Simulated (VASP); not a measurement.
**Hf: electric field gradients with LDA**

Crystal: Hf.

```
CELL_PARAMETERS angstrom
0.00000 2.26440 2.22000
2.26440 0.00000 2.22000
2.26440 2.26440 0.00000
ATOMIC_POSITIONS crystal
Hf 0.00000 0.00000 0.00000
```

This cell differs from its parent crystal: equal xx and yy strain of +2 %.

```yaml
Program: VASP 6.6.1
Task: electric field gradients
Functional: LDA
Potentials_or_basis: VASP PAW LDA potentials, release 64 (Hf_pv)
Cutoff: 520 eV
k_mesh: 13 × 13 × 13
Occupations: fermi-dirac, width 0.03 eV
Spin: no spin polarisation
Dipole_correction: no
Further_INCAR_settings: ALGO = Normal; EDIFF = 1e-08; NBANDS = 11
```

```json
{"Pressure": "-9.2 GPa", "Band gap on the k mesh": "zero (band 5 reaches 5.74 eV, above the bottom of band 6 at 3.91 eV)"}
```

Stress tensor (GPa, compression positive):
```
-9.32  0.00  0.00
 0.00 -9.32  0.00
 0.00  0.00 -8.84
```

Levels at points of the mesh, in eV from the Fermi level:
```tsv
k point	band 2	band 3	band 4	band 5	band 6	band 7	band 8	band 9
(0.00, 0.00, 0.00)	-29.92	-29.92	-7.08	1.26	1.26	1.48	3.85	4.16
```

Electric field gradients, principal values (V/Å²):
| atom | least | middle | greatest (by size) |
| --- | --- | --- | --- |
| 1 Hf | -8.769 | -8.770 | 17.539 |

Run time: 21 s on 1 thread of Intel(R) Xeon(R) Platinum 8259CL CPU @ 2.50GHz (Skylake/Cascade Lake), on a shared host, peak memory 0.17 GiB.

Caveat: the cell differs from its parent crystal (equal xx and yy strain of +2 %); without QUAD_EFG the Cq values of the log hold for a quadrupole moment of 1 mb, not for the nuclei; spin-orbit coupling is left out, which moves the levels of the heavy elements.
